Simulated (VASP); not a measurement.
InSe: single point with PBE+D3(BJ)

Slab: InSe, a slab with vacuum.

```
Se In
1.0
     3.82500    0.00000    0.00000
    -1.91250    3.31255    0.00000
     0.00000    0.00000   36.71996
Se In
2 2
Direct
  0.00000 0.00000 0.42507
  0.00000 0.00000 0.57490
  0.66667 0.33333 0.46111
  0.66667 0.33333 0.53886
```

* Program: VASP 6.6.1
* Task: single point
* Functional: PBE
* Dispersion: D3(BJ)
* Potentials or basis: VASP PAW PBE potentials, release 64 (Se, In_d)
* Cutoff: 520 eV
* k mesh: 9 × 9 × 1
* Occupations: gaussian, width 0.02 eV
* Spin: no spin polarisation

- Largest force: 1.015 eV/Å
- Band gap on the k mesh: 2.19 eV, direct
- Dispersion energy per atom: -0.244 eV

Forces in eV/Å, atoms in the order of the input:
```
Se   0.000  0.000 -0.687
Se   0.000  0.000  0.687
In   0.000  0.000  1.015
In   0.000  0.000 -1.015
```

Levels at points of the mesh, in eV from the valence-band top:
```
           k point  band 15  band 16  band 17  band 18  band 19  band 20  band 21  band 22  band 23  band 24
(0.00, 0.00, 0.00)    -0.22    -0.06    -0.06     0.00     0.00     2.19     3.55     5.59     5.68     5.90
```

Wall time 2.5 min on 1 thread of Intel(R) Xeon(R) 6975P-C (Granite Rapids), with other jobs on the host, peak memory 0.54 GiB.

Caveat: spin-orbit coupling is left out, which moves the levels of the heavy elements.
